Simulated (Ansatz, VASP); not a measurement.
# CaO: VASP beside Ansatz

INCAR

```
PREC     = Accurate       # precision mode
ENCUT    = 520            # plane-wave cutoff, eV
EDIFF    = 1E-6           # SCF threshold, eV
ISMEAR   = 0              # smearing method
SIGMA    = 0.01           # smearing width, eV
LREAL    = False          # projectors in reciprocal space
LASPH    = True           # aspherical terms in the spheres
NELM     = 80             # most SCF steps
ALGO     = Normal         # electronic algorithm
ISIF     = 2              # what is computed and relaxed
LWAVE    = False          # write WAVECAR
LCHARG   = False          # write CHGCAR
NBANDS   = 24             # bands
```

Contents of KPOINTS:

```
regular mesh
0
Gamma
  6 6 6
```

File POSCAR:

```
CaO
1.0
    3.9919760000      0.0000000000      0.0000000000
   -1.9959880000      3.4571520000      0.0000000000
    0.0000000000      0.0000000000      4.7848400000
Ca O
2 2
Direct
    0.3333333333      0.6666666667      0.7500000000
    0.6666666667      0.3333333333      0.2500000000
    0.3333333333      0.6666666667      0.2500000000
    0.6666666667      0.3333333333      0.7500000000
```

Input for Ansatz:

```yaml
crystal:
  lattice:
    - [3.991976, 0.0, 0.0]
    - [-1.995988, 3.457152, 0.0]
    - [0.0, 0.0, 4.78484]
  atoms:
    - { symbol: Ca, position: [0.3333333333333333, 0.6666666666666666, 0.75] }
    - { symbol: Ca, position: [0.6666666666666666, 0.3333333333333333, 0.25] }
    - { symbol: O, position: [0.3333333333333333, 0.6666666666666666, 0.25] }
    - { symbol: O, position: [0.6666666666666666, 0.3333333333333333, 0.75] }
basis:
  ecutwfc: 489.804952427784
kpoints:
  mp_grid:
    grid: [6, 6, 6]
hamiltonian:
  xc: lda
scf:
  occupations:
    method: fixed
output:
  eigenvalues: true
```

Alike in both runs: task single point; functional LDA; k mesh 6 × 6 × 6; no spin polarisation.

```csv
,VASP,Ansatz
version,VASP 6.6.1,Ansatz 0.2.0
potentials or method,"VASP PAW LDA potentials, release 64 (Ca_sv, O), cutoff 520 eV","plane waves, PAW"
occupations,"gaussian, width 0.01 eV",fixed
valence electrons in the cell,32,32
```

Ansatz gave:

| Quantity | Value |
| --- | --- |
| gap on the k mesh at the Fermi level (eV) | 3.01 |

Problem. What did VASP give for the same quantities?

Solution. gap on the k mesh at the Fermi level (eV): 3.00.

LDA's correlation is that of Perdew and Zunger in VASP and of Perdew and Wang (1992) in Ansatz.
